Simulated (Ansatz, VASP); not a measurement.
## Two plane-wave programs on SiC

INCAR

```
SYSTEM = SiC
PREC     = Accurate       ! precision mode
ENCUT    = 520            ! plane-wave cutoff, eV
EDIFF    = 1E-6           ! SCF threshold, eV
ISMEAR   = 0              ! smearing method
SIGMA    = 0.05           ! smearing width, eV
LREAL    = .False.        ! projectors in reciprocal space
LASPH    = .True.         ! aspherical terms in the spheres
NELM     = 60             ! most SCF steps
ALGO     = Normal         ! electronic algorithm
ISIF     = 2              ! what is computed and relaxed
LWAVE    = .False.        ! write WAVECAR
LCHARG   = .False.        ! write CHGCAR
GGA      = PE             ! functional
NBANDS   = 26             ! bands
```

KPOINTS

```
Automatic mesh
0
Gamma
  12 12 4
  0 0 0
```

File POSCAR:

```
SiC
1.0
    3.1663000000      0.0000000000      0.0000000000
   -1.5831500000      2.7420962360      0.0000000000
    0.0000000000      0.0000000000      9.8591000000
Si C
4 4
Direct
    0.6666666667      0.3333333333      0.9378436843
    0.3333333333      0.6666666667      0.4378436843
    0.0000000000      0.0000000000      0.6878989045
    0.0000000000      0.0000000000      0.1878989045
    0.6666666667      0.3333333333      0.7498087506
    0.3333333333      0.6666666667      0.2498087506
    0.0000000000      0.0000000000      0.5004476606
    0.0000000000      0.0000000000      0.0004476606
```

Input for Ansatz:

```yaml
crystal:
  lattice:
    - [3.1663, 0.0, 0.0]
    - [-1.58315, 2.742096236, 0.0]
    - [0.0, 0.0, 9.8591]
  atoms:
    - { symbol: Si, position: [0.6666666667, 0.3333333333, 0.9378436843] }
    - { symbol: Si, position: [0.3333333333, 0.6666666667, 0.4378436843] }
    - { symbol: Si, position: [0.0, 0.0, 0.6878989045] }
    - { symbol: Si, position: [0.0, 0.0, 0.1878989045] }
    - { symbol: C, position: [0.6666666667, 0.3333333333, 0.7498087506] }
    - { symbol: C, position: [0.3333333333, 0.6666666667, 0.2498087506] }
    - { symbol: C, position: [0.0, 0.0, 0.5004476606] }
    - { symbol: C, position: [0.0, 0.0, 0.0004476606] }
basis:
  ecutwfc: 520.0
kpoints:
  mp_grid: { grid: [12, 12, 4] }
hamiltonian:
  xc: pbe
  pseudopotentials: { kind: paw, azcp: { folder: soft_1 } }
scf:
  occupations: { method: gaussian, width: 0.05 }
output:
  forces: true
  stress: true
  eigenvalues: true
```

Alike in both runs: task single point; functional PBE; k mesh 12 × 12 × 4; occupations gaussian, width 0.05 eV; no spin polarisation.

|  | VASP | Ansatz |
| --- | --- | --- |
| version | VASP 6.6.1 | Ansatz 0.2.0 |
| potentials or method | VASP PAW PBE potentials, release 64 (Si, C), cutoff 520 eV | scalar-relativistic, plane waves, PAW |
| valence electrons in the cell | 32 | 32 |

|  | VASP | Ansatz | Ansatz less VASP |
| --- | --- | --- | --- |
| gap on the k mesh at the Fermi level (eV) | 2.00 | 2.00 | +0.006 |
| least direct gap on the mesh (eV) | 3.10 | 3.11 | +0.004 |
| pressure (GPa) | -3.3 | -3.3 | +0.02 |
| traceless stress, the component that is largest in VASP (GPa) | 17.69 | 17.63 | -0.066 |
| rms of the force components (eV/Å) | 0.300 | 0.300 | +0.0006 |

Atom by atom the forces differ by 0.001 eV/Å (rms over components). With one functional, cell and mesh, what is left measures potentials, basis and numerics.
